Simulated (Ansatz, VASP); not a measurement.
# One calculation of HfTa, two programs

INCAR

```
PREC = Accurate ; ENCUT = 520
EDIFF = 1E-7 ; ISMEAR = 0
SIGMA = 0.15 ; LREAL = F
LASPH = T ; NELM = 100
ALGO = Normal ; ISIF = 2
LWAVE = F ; LCHARG = F
GGA = PS ; NBANDS = 18
```

The input KPOINTS:

```
regular mesh
0
Gamma
  18 18 10
```

File POSCAR:

```
HfTa
1.0
    1.7127470000     -2.3996010000      0.0000000000
    1.7127470000      2.3996010000      0.0000000000
    0.0000000000      0.0000000000      4.8475550000
Hf Ta
1 1
Direct
    0.0000000000      0.0000000000      0.0000000000
    0.5000000000      0.5000000000      0.5000000000
```

Input for Ansatz:

```yaml
crystal:
  lattice:
    - [1.712747, -2.399601, 0.0]
    - [1.712747, 2.399601, 0.0]
    - [0.0, 0.0, 4.847555]
  atoms:
    - { symbol: Hf, position: [0.0, 0.0, 0.0] }
    - { symbol: Ta, position: [0.5, 0.5, 0.5] }
basis:
  ecutwfc: 420
kpoints:
  mp_grid: { grid: [18, 18, 10] }
hamiltonian:
  xc: pbesol
scf:
  occupations: { method: gaussian, width: 0.15 }
output:
  forces: true
  stress: true
  eigenvalues: true
```

Alike in both runs: task single point; functional PBEsol; k mesh 18 × 18 × 10; occupations gaussian, width 0.15 eV; no spin polarisation.

```csv
,VASP,Ansatz
version,VASP 6.6.1,Ansatz 0.2.0
potentials or method,"VASP PAW PBE potentials, release 64 (Hf_pv, Ta_pv), cutoff 520 eV","scalar-relativistic, plane waves, PAW"
valence electrons in the cell,21,39
```

|  | VASP | Ansatz | Ansatz less VASP |
| --- | --- | --- | --- |
| gap on the k mesh at the Fermi level (eV) | none | none | - |
| pressure (GPa) | -5.3 | -5.1 | +0.18 |
| traceless stress, the component that is largest in VASP (GPa) | -0.17 | -0.21 | -0.046 |

VASP's potentials were made for PBE, not for PBEsol. A gap of «none» marks a metal or a gap that the smearing closes. With one functional, cell and mesh, what is left measures potentials, basis and numerics. VASP's potentials hold 21 valence electrons a cell and Ansatz's 39, so a difference there can come from the potentials and not from the codes.

Neither program's run includes spin-orbit coupling.
